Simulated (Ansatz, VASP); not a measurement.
# Hg: VASP beside Ansatz

```
Hg
1.0
     1.74632    1.00824    2.14788
    -1.74632    1.00824    2.14788
     0.00000   -2.01648    2.14788
Hg
1
Direct
  0.00000 0.00000 0.00000
```

Alike in both runs: task single point; functional LDA; k mesh 11 × 11 × 11; no spin polarisation.

```csv
,VASP,Ansatz
version,VASP 6.6.1,Ansatz 0.2.0
potentials or method,"VASP PAW LDA potentials, release 64 (Hg), cutoff 520 eV","plane waves (420 eV) with PAW, scalar-relativistic"
occupations,"methfessel-paxton of order 1, width 0.3 eV","cold, width 0.3 eV"
valence electrons in the cell,12,20
```

Ansatz gave:

* pressure (GPa): 0.1
* traceless stress, the component that is largest in VASP (GPa): 0.05

Task: What did VASP give for the same quantities?

Result: Pressure (GPa): 0.8; traceless stress, the component that is largest in VASP (GPa): 0.38.

Ansatz warns that its potentials were made for another functional, while VASP's fit it. LDA's correlation is that of Perdew and Zunger in VASP and of Perdew and Wang (1992) in Ansatz. VASP's potentials hold 12 valence electrons a cell and Ansatz's 20, so a difference there can come from the potentials and not from the codes.

Neither program's run includes spin-orbit coupling.
